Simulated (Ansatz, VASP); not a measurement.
CdS in VASP and in Ansatz

```
Cd S
1.0
     0.00000    2.91000    2.91000
     2.91000    0.00000    2.91000
     2.91000    2.91000    0.00000
Cd S
1 1
Direct
  0.00000 0.00000 0.00000
  0.75000 0.75000 0.75000
```

Alike in both runs: task electric field gradients; functional PBE; k mesh 9 × 9 × 9; occupations fermi-dirac, width 0.03 eV; no spin polarisation.

```csv
,VASP,Ansatz
version,VASP 6.6.1,Ansatz 0.2.0
potentials or method,"VASP PAW PBE potentials, release 64 (Cd, S)","PAW with Ansatz's default frozen-core files, scalar-relativistic"
plane-wave cutoff (eV),520,420
valence electrons in the cell,18,26
```

Ansatz gave:

| Item | Value |
| --- | --- |
| gap on the k mesh at the Fermi level (eV) | 1.16 |
| pressure (GPa) | 3.3 |

What did VASP give for the same quantities?

gap on the k mesh at the Fermi level (eV): 1.16; pressure (GPa): 3.7.

VASP's potentials hold 18 valence electrons a cell and Ansatz's 26, so a difference there can come from the potentials and not from the codes.
